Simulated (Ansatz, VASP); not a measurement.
## Two plane-wave programs on SnSe

Contents of INCAR:

```
SYSTEM = SnSe
ALGO = Normal
EDIFF = 1E-6
ENCUT = 520
GGA = RP
ISIF = 2
ISMEAR = -1
IVDW = 13
LASPH = .True.
LCHARG = .True.
LELF = .True.
LREAL = .False.
LVHAR = .True.
LWAVE = .False.
NBANDS = 17
NELM = 80
PREC = Accurate
SIGMA = 0.05
```

The input KPOINTS:

```
k-points
0
Gamma
  8 8 8
  0 0 0
```

POSCAR

```
SnSe
1.0
    0.0000000000      3.0100000000      3.0100000000
    3.0100000000      0.0000000000      3.0100000000
    3.0100000000      3.0100000000      0.0000000000
Sn Se
1 1
Direct
    0.0000000000      0.0000000000      0.0000000000
    0.5000000000      0.5000000000      0.5000000000
```

input.yaml

```yaml
crystal:
  lattice:
    - [0.0, 3.01, 3.01]
    - [3.01, 0.0, 3.01]
    - [3.01, 3.01, 0.0]
  atoms:
    - { symbol: Sn, position: [0.0, 0.0, 0.0] }
    - { symbol: Se, position: [0.5, 0.5, 0.5] }
hamiltonian:
  xc: rpbe
  pseudopotentials: { kind: paw }
  dispersion: d4
kpoints:
  mp_grid: { grid: [8, 8, 8] }
scf:
  occupations: { method: fermi_dirac, width: 0.05 }
output:
  forces: true
  stress: true
  eigenvalues: true
  write_density: true
  write_potential: true
  elf: true
  volumetric_format: npy
```

Alike in both runs: task single point; functional RPBE; dispersion D4; k mesh 8 × 8 × 8; occupations fermi-dirac, width 0.05 eV; no spin polarisation.

|  | VASP | Ansatz |
| --- | --- | --- |
| version | VASP 6.6.1 | Ansatz 0.2.0 |
| potentials or method | VASP PAW PBE potentials, release 64 (Sn_d, Se) | Ansatz PAW |
| plane-wave cutoff (eV) | 520 | 420 |
| valence electrons in the cell | 20 | 30 |

|  | VASP | Ansatz | Ansatz less VASP |
| --- | --- | --- | --- |
| gap on the k mesh at the Fermi level (eV) | 0.54 | 0.54 | -0.001 |
| least direct gap on the mesh (eV) | 0.54 | 0.54 | -0.001 |
| pressure (GPa) | -1.7 | -1.6 | +0.03 |

VASP's potentials were made for PBE, not for RPBE. VASP's potentials hold 20 valence electrons a cell and Ansatz's 30, so a difference there can come from the potentials and not from the codes.
